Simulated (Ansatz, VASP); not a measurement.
**Two plane-wave programs on Ta**

INCAR

```
SYSTEM = Ta
PREC     = Accurate       ! precision mode
ENCUT    = 520            ! plane-wave cutoff, eV
EDIFF    = 1E-6           ! SCF threshold, eV
ISMEAR   = 0              ! smearing method
SIGMA    = 0.15           ! smearing width, eV
LREAL    = .False.        ! projectors in reciprocal space
LASPH    = .True.         ! aspherical terms in the spheres
NELM     = 80             ! most SCF steps
ALGO     = Fast           ! electronic algorithm
ISIF     = 2              ! what is computed and relaxed
LWAVE    = .False.        ! write WAVECAR
LCHARG   = .True.         ! write CHGCAR
GGA      = PS             ! functional
LELF     = .True.         ! ELF
LVHAR    = .True.       
NBANDS   = 12             ! bands
```

File KPOINTS:

```
regular mesh
0
Gamma
  22 22 22
  0 0 0
```

File POSCAR:

```
Ta
1.0
   -1.5039025600      1.5039025600      2.1851704196
    1.5039025600     -1.5039025600      2.1851704196
    1.5039025600      1.5039025600     -2.1851704196
Ta
1
Direct
    0.0000000000      0.0000000000      0.0000000000
```

Input for Ansatz:

```yaml
crystal:
  lattice:
    - [-1.50390256, 1.50390256, 2.1851704196]
    - [1.50390256, -1.50390256, 2.1851704196]
    - [1.50390256, 1.50390256, -2.1851704196]
  atoms:
    - { symbol: Ta, position: [0.0, 0.0, 0.0] }
basis:
  ecutwfc: 420
kpoints:
  mp_grid: { grid: [22, 22, 22] }
hamiltonian:
  xc: pbesol
  pseudopotentials: { kind: paw, azcp: { folder: soft_1 } }
scf:
  occupations: { method: gaussian, width: 0.15 }
output:
  forces: true
  stress: true
  eigenvalues: true
```

Alike in both runs: task single point; functional PBEsol; k mesh 22 × 22 × 22; occupations gaussian, width 0.15 eV; no spin polarisation.

```csv
,VASP,Ansatz
version,VASP 6.6.1,Ansatz 0.2.0
potentials or method,"VASP PAW PBE potentials, release 64 (Ta_pv), cutoff 520 eV","scalar-relativistic, plane waves, PAW"
valence electrons in the cell,11,13
```

|  | VASP | Ansatz | Ansatz less VASP |
| --- | --- | --- | --- |
| gap on the k mesh at the Fermi level (eV) | none | none | - |
| pressure (GPa) | -14.3 | -14.3 | +0.01 |
| traceless stress, the component that is largest in VASP (GPa) | 1.70 | 1.68 | -0.013 |

VASP's potentials were made for PBE, not for PBEsol, and Ansatz warns of the same on its side. A gap of «none» marks a metal or a gap that the smearing closes. VASP's potentials hold 11 valence electrons a cell and Ansatz's 13, so a difference there can come from the potentials and not from the codes.

Spin-orbit coupling is off throughout.
